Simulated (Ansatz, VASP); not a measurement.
# One calculation of Bi2S, two programs

```xyz
6
Lattice="6.9937 0.0000 0.0000 -3.4968 6.0567 0.0000 0.0000 0.0000 4.3226" Properties=species:S:1:pos:R:3 pbc="T T T"
Bi    3.4968    0.0000    0.0000
Bi   -1.7484    3.0283    0.0000
Bi    1.7484    3.0283    0.0000
Bi    0.0000    0.0000    0.0000
S     0.0000    4.0378    2.1613
S     3.4968    2.0189    2.1613
```

Alike in both runs: functional PBE; k mesh 6 × 6 × 10; occupations gaussian, width 0.1 eV; no spin polarisation.

Ansatz relaxed the structure, and its values are those at the end. VASP's run is a single point on that final structure, the one shown.

|  | VASP | Ansatz |
| --- | --- | --- |
| version | VASP 6.6.1 | Ansatz 0.2.0 |
| potentials or method | VASP PAW PBE potentials, release 64 (Bi_d, S), cutoff 520 eV | scalar-relativistic, plane waves, PAW |
| valence electrons in the cell | 72 | 72 |

|  | VASP | Ansatz | Ansatz less VASP |
| --- | --- | --- | --- |
| gap on the k mesh at the Fermi level (eV) | none | none | - |
| pressure (GPa) | -0.1 | 0.0 | +0.06 |

A gap of «none» marks a metal or a gap that the smearing closes.

Spin-orbit coupling is off throughout.
